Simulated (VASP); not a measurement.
Write the native input for VASP 6.6.1 that does the following.

| Item | Value |
| --- | --- |
| Task | single point |
| Functional | PBE |
| Potentials or basis | VASP PAW PBE potentials, release 64 (Bi_d, Te) |
| Cutoff | 520 eV |
| k mesh | 8 × 8 × 4 |
| Occupations | gaussian, width 0.05 eV |
| Spin | no spin polarisation |
| Dipole correction | no |
| Further INCAR settings | ALGO = Normal; EDIFF = 1e-06; NBANDS = 29 |

The structure of BiTe lies in POSCAR:

```
BiTe
1.0
    5.4717331611      0.0538976374     -0.0206113652
   -2.6891898573      4.8274622166     -0.0112477388
   -0.0241185389     -0.0291225785      6.3910574530
Bi Te
2 2
Direct
    0.6822409528      0.3428251078      0.0592390513
    0.3143696977      0.6485274794      0.5601240744
    0.6739553893      0.3392045591      0.5600340197
    0.3294339601      0.6694428538      0.0710028546
```

This cell differs from its parent crystal: atoms moved at random and the cell strained at random.

These files were run (other wordings do the same):

INCAR

```
SYSTEM = BiTe
ALGO = Normal ; EDIFF = 1E-6
ENCUT = 520 ; GGA = PE
ISIF = 2 ; ISMEAR = 0
LASPH = .True. ; LCHARG = .False.
LREAL = .False. ; LWAVE = .False.
NBANDS = 29 ; NELM = 60
PREC = Accurate ; SIGMA = 0.05
```

KPOINTS

```
k-points
0
Gamma
  8 8 4
  0 0 0
```

Potentials or basis: VASP PAW PBE potentials, release 64 (Bi_d, Te).

Command:

```console
$ cat potpaw_PBE.64/Bi_d/POTCAR potpaw_PBE.64/Te/POTCAR > POTCAR
$ mpirun -np 1 vasp_std > vasp.out
```

Results of the run:

```json
{
 "Pressure": "0.2 GPa",
 "Largest force": "0.103 eV/Å",
 "Band gap on the k mesh": "zero (band 21 reaches 5.11 eV, above the bottom of band 22 at 4.12 eV)"
}
```

Caveat: the cell differs from its parent crystal (atoms moved at random and the cell strained at random); spin-orbit coupling is left out, which moves the levels of the heavy elements.

Wall time 14 min on 1 thread of Oxide Virtual Turin-like Processor, on a shared host, peak memory 0.63 GiB.
